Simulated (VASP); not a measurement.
# TiO2 (I4_1/amd) in VASP: relaxation of shape and atoms at fixed volume with r2SCAN

Aim: the relaxation of shape and atoms at fixed volume of TiO2 with r2SCAN.

Program: VASP 6.6.1. These are calculated values, not measurements. Logs are shortened: lines on timing, memory, paths and dates and some standing lists are left out, and cuts for length are marked.

## 1. The cell of the first run

The structure is tetragonal, space group I4_1/amd (No. 141). Conventional cell: a = 3.740 Å, b = 3.740 Å, c = 9.487 Å, α = 90.00°, β = 90.00°, γ = 90.00°. Within 2.5 Å of Ti (site symmetry -4m2) lie 6 O at 1.91 to 1.97 Å. Within 2.5 Å of O (site symmetry 2mm) lie 3 Ti at 1.91 to 1.97 Å and 2 O at 2.44 Å.

## 2. Relaxation of shape and atoms at fixed volume, r2SCAN (11.06 Å³/atom)

Contents of POSCAR:

```
TiO2
1.0
   -1.8698794427      1.8698794427      4.7433392365
    1.8698794427     -1.8698794427      4.7433392365
    1.8698794427      1.8698794427     -4.7433392365
Ti O
2 4
Direct
    0.0000000000      0.0000000000      0.0000000000
    0.7500000000      0.2500000000      0.5000000000
    0.2072814075      0.2072814075      0.0000000000
    0.9572814075      0.4572814075      0.5000000000
    0.5427185925      0.0427185925      0.5000000000
    0.7927185925      0.7927185925      0.0000000000
```

Contents of INCAR.step1:

```
SYSTEM = TiO2
PREC = Accurate ; ENCUT = 600
ISMEAR = 0 ; SIGMA = 0.02
LREAL = .FALSE. ; LASPH = .TRUE.
NELM = 60 ; GGA = PE
ALGO = Normal ; EDIFF = 1E-4
LWAVE = .TRUE. ; LCHARG = .FALSE.
```

Contents of INCAR.step2:

```
SYSTEM = TiO2
PREC = Accurate ; ENCUT = 600
EDIFF = 1E-6 ; ISMEAR = 0
SIGMA = 0.02 ; LREAL = .FALSE.
LASPH = .TRUE. ; NELM = 60
ALGO = Normal ; ISIF = 4
LWAVE = .FALSE. ; LCHARG = .FALSE.
METAGGA = R2SCAN ; LMIXTAU = .TRUE.
IBRION = 2 ; NSW = 50
EDIFFG = -0.01 ; ISTART = 1
```

Contents of KPOINTS:

```
regular mesh
0
G
  8 8 8
  0 0 0
```

Potentials or basis: VASP PAW PBE potentials, release 64 (Ti_sv, O).

Run with:

```sh
$ cat potpaw_PBE.64/Ti_sv/POTCAR potpaw_PBE.64/O/POTCAR > POTCAR
$ cp INCAR.step1 INCAR
$ mpirun -np 1 vasp_std > vasp.out
$ cp INCAR.step2 INCAR
$ mpirun -np 1 vasp_std > vasp.out
```

OUTCAR:

```text
SYSTEM = TiO2
   PREC = Accurate
   ENCUT = 600
   EDIFF = 1E-6
   ISMEAR = 0
   LREAL = .FALSE.
   LASPH = .TRUE.
   NELM = 60
   ISIF = 4
   METAGGA = R2SCAN
   IBRION = 2
   NSW = 50
   EDIFFG = -0.01
   ISTART = 1

 ion  position               nearest neighbor table
   1  0.000  0.000  0.000-   5 1.91   4 1.91   5 1.91   4 1.91   3 1.97   6 1.97
   2  0.750  0.250  0.500-   6 1.91   3 1.91   6 1.91   3 1.91   4 1.97   5 1.97
   3  0.207  0.207  0.000-   2 1.91   2 1.91   1 1.97
   4  0.957  0.457  0.500-   1 1.91   1 1.91   2 1.97
   5  0.543  0.043  0.500-   1 1.91   1 1.91   2 1.97
   6  0.793  0.793  0.000-   2 1.91   2 1.91   1 1.97

  LATTYP: Found a body centered tetragonal cell.
 ALAT       =     3.7397588854
 C/A-ratio  =     2.5367085857

  Lattice vectors:

 A1 = (  -1.8698794427,   1.8698794427,   4.7433392365)
 A2 = (   1.8698794427,  -1.8698794427,   4.7433392365)
 A3 = (   1.8698794427,   1.8698794427,  -4.7433392365)

Analysis of symmetry for initial positions (statically):
=====================================================================
 Subroutine PRICEL returns:
 Original cell was already a primitive cell.

 Routine SETGRP: Setting up the symmetry group for a
 body centered tetragonal supercell.

 Subroutine GETGRP returns: Found 16 space group operations
 (whereof  8 operations were pure point group operations)
 out of a pool of 16 trial point group operations.

The static configuration has the point symmetry D_2d.
 The point group associated with its full space group is D_4h.

Analysis of symmetry for dynamics (positions and initial velocities):
=====================================================================
 Subroutine PRICEL returns:
 Original cell was already a primitive cell.

 Routine SETGRP: Setting up the symmetry group for a
 body centered tetragonal supercell.

 Subroutine GETGRP returns: Found 16 space group operations
 (whereof  8 operations were pure point group operations)
 out of a pool of 16 trial point group operations.

The dynamic configuration has the point symmetry D_2d.
 The point group associated with its full space group is D_4h.

 Subroutine INISYM returns: Found 16 space group operations
 (whereof  8 operations are pure point group operations),
 and found     1 'primitive' translations
[... 102 lines left out ...]
   NELM   =     60;   NELMIN=  2; NELMDL=  0     # of ELM steps
   EDIFF  = 0.1E-05   stopping-criterion for ELM
   LREAL  =      F    real-space projection
   EDIFFG = -.1E-01   stopping-criterion for IOM
   NSW    =     50    number of steps for IOM
   IBRION =      2    ionic relax: 0-MD 1-quasi-New 2-CG
   NFREE  =      1    steps in history (QN), initial steepest desc. (CG)
   ISIF   =      4    stress and relaxation
   ISYM   =      2    0-nonsym 1-usesym 2-fastsym
   POTIM  = 0.5000    time-step for ionic-motion
   TEBEG  =    0.0;   TEEND  =   0.0 temperature during run
   PSTRESS=    0.0 pullay stress
   NELECT =      48.0000    total number of electrons
   NUPDOWN=      -1.0000    fix difference up-down
   EMIN   =  10.00;   EMAX   =-10.00  energy-range for DOS
   EFERMI =   0.00;   METHOD = LEGACY
   ISMEAR =     0;   SIGMA  =   0.02  broadening in eV -4-tet -1-fermi 0-gaus
   EFERMI_NEDOS =   21; number of points for ismear=-14 and -15
   IALGO  =     38    algorithm
   IMIX   =      4    mixing-type and parameters
     AMIX     =   0.40;   BMIX     =  1.00
     AMIX_MAG =   1.60;   BMIX_MAG =  1.00
  volume/ion in A,a.u.               =      11.06        74.61
  Fermi-wavevector in a.u.,A,eV,Ry     =   1.469709  2.777348 29.389203  2.160045
  Thomas-Fermi vector in A             =   2.585054
   LORBIT       =      0    0 simple, 1 ext, 2 COOP (PROOUT), +10 PAW based schemes
   METAGGA = R2SCAN    functional components
   LHFCALC =     F    Hartree Fock is set to
   AEXX    =    0.0000 exact exchange contribution
   IVDW    =     0    specifies the selected vdW correction
   LEPSILON=     F    determine dielectric tensor
   LRPA    =     F    only Hartree local field effects (RPA)
 conjugate gradient relaxation of ions
 non-spin polarized calculation
 Gauss-broadening in eV      SIGMA  =   0.02
  energy-cutoff  :      600.00
  volume of cell :       66.34
 maximum number of plane-waves:      2258
 NGX is ok and might be reduce to    48
   NGX = 21   NGY = 21   NGZ = 21

--------------------------------------- Ionic step        1  -------------------------------------------

 number of electron      47.9999999 magnetization

 Free energy of the ion-electron system (eV)
  ---------------------------------------------------
  ext. energy  EPLUGINS =         0.00000000
  ---------------------------------------------------
  free energy    TOTEN  =       -69.80422160 eV

  energy without entropy =      -69.80422160  energy(sigma->0) =      -69.80422160

------------------------ aborting loop because EDIFF is reached ----------------------------------------

  FORCE on cell =-STRESS in cart. coord.  units (eV):
  Direction    XX          YY          ZZ          XY          YZ          ZX
  --------------------------------------------------------------------------------------
  -------------------------------------------------------------------------------------
  Total        3.4974138      3.4974138      3.5631437      0.0000000      0.0000000      0.0000000
  in kB       84.4668317     84.4668317     86.0542900      0.0000000      0.0000000      0.0000000
  external PRESSURE =      84.9959845 kB  Pullay stress =       0.0000000 kB
[... 187 lines left out ...]
--------------------------------------- Ionic step        6  -------------------------------------------

 number of electron      48.0000004 magnetization

 Free energy of the ion-electron system (eV)
  ---------------------------------------------------
  ext. energy  EPLUGINS =         0.00000000
  ---------------------------------------------------
  free energy    TOTEN  =       -69.81690911 eV

  energy without entropy =      -69.81690911  energy(sigma->0) =      -69.81690911

 E-fermi :   3.5293     XC(G=0): -11.6271

 val. band max:        3.3066819762   @ k =   0.5000   0.5000   0.0000
 cond. band min:       5.8368335035   @ k =   0.0000   0.0000   0.0000
 fundamental gap:      2.5301515273
 Fermi energy:         3.5292546706

 k-point     1 :       0.0000    0.0000    0.0000
  band No.  band energies     occupation
      1     -55.2109      2.00000
      2     -55.1393      2.00000
      3     -30.6699      2.00000
      4     -30.3992      2.00000
      5     -30.3992      2.00000
      6     -30.3165      2.00000
[... 733 lines left out ...]
     27       7.5205      0.00000
     28       7.5479      0.00000

 [... further k-points ...]
[... 5 lines left out ...]
  --------------------------------------------------------------------------------------
  -------------------------------------------------------------------------------------
  Total        2.7884828      2.7884828      2.7842680      0.0000000     -0.0000000      0.0000000
  in kB       67.3452803     67.3452803     67.2434877      0.0000000     -0.0000000      0.0000000
  external PRESSURE =      67.3113494 kB  Pullay stress =       0.0000000 kB
[... 21 lines left out ...]
  FREE ENERGIE OF THE ION-ELECTRON SYSTEM (eV)
  ---------------------------------------------------
  free  energy   TOTEN  =       -69.8169091066 eV

  energy  without entropy=      -69.8169091066  energy(sigma->0) =      -69.81690911

 reached required accuracy - stopping structural energy minimisation
```

OSZICAR.step1:

```text
N       E                     dE             d eps       ncg     rms          rms(c)
DAV:   1     0.731856546973E+03    0.73186E+03   -0.27312E+04  3304   0.222E+03
DAV:   2     0.663590064601E+02   -0.66550E+03   -0.64367E+03  3484   0.613E+02
DAV:   3    -0.643875362025E+02   -0.13075E+03   -0.12734E+03  5136   0.230E+02
DAV:   4    -0.704362660231E+02   -0.60487E+01   -0.60424E+01  4624   0.538E+01
DAV:   5    -0.706775327198E+02   -0.24127E+00   -0.24121E+00  4688   0.891E+00    0.334E+01
DAV:   6    -0.539768580340E+02    0.16701E+02   -0.11552E+02  4224   0.106E+02    0.117E+01
DAV:   7    -0.537379414109E+02    0.23892E+00   -0.14927E+01  4348   0.312E+01    0.829E+00
DAV:   8    -0.538565667375E+02   -0.11863E+00   -0.32075E+00  4164   0.176E+01    0.374E+00
DAV:   9    -0.537189879974E+02    0.13758E+00   -0.13060E+00  4444   0.106E+01    0.103E+00
DAV:  10    -0.537279679820E+02   -0.89800E-02   -0.10242E-01  3912   0.246E+00    0.353E-01
DAV:  11    -0.537261134558E+02    0.18545E-02   -0.15605E-02  4052   0.837E-01    0.604E-02
DAV:  12    -0.537263079515E+02   -0.19450E-03   -0.17386E-03  4704   0.417E-01    0.116E-01
DAV:  13    -0.537261890986E+02    0.11885E-03   -0.73333E-04  4032   0.242E-01    0.110E-02
DAV:  14    -0.537261933278E+02   -0.42293E-05   -0.22345E-05  2172   0.475E-02
   1 F= -.53726193E+02 E0= -.53726193E+02  d E =-.216340E-60
```

Wall time 2.1 h (1 thread of Oxide Virtual Turin-like, shared host); peak memory 0.38 GiB.

Results:

| Item | Value |
| --- | --- |
| Free energy | -69.8169 eV |
| Energy gained by relaxing | 2.1 meV/atom |
| Ionic steps | 6 |
| Pressure after relaxing | 6.7 GPa |
| Band gap on the k mesh | 2.53 eV (least direct gap 2.92 eV) |

The path:
```
step  energy change (eV)  largest force (eV/Å)  pressure (GPa)  volume (Å³)
   1              0.0000                0.2134            8.50        66.34
   2             -0.0047                0.0288            7.89        66.34
   3             -0.0048                0.0082            7.83        66.34
   4             -0.0093                0.0033            7.45        66.34
   5             -0.0123                0.0018            6.50        66.34
   6             -0.0127                0.0006            6.73        66.34
```

Final structure:
```yaml
crystal:
  lattice:
    - [-1.88319, 1.88319, 4.67654]
    - [1.88319, -1.88319, 4.67654]
    - [1.88319, 1.88319, -4.67654]
  atoms:
    - { symbol: Ti, position: [0.00000, 0.00000, 0.00000] }
    - { symbol: Ti, position: [0.75000, 0.25000, 0.50000] }
    - { symbol: O, position: [0.21054, 0.21054, 0.00000] }
    - { symbol: O, position: [0.96054, 0.46054, 0.50000] }
    - { symbol: O, position: [0.53946, 0.03946, 0.50000] }
    - { symbol: O, position: [0.78946, 0.78946, 0.00000] }
```

Caveat: the PAW data sets were made with another functional, which shifts forces and pressure a little.
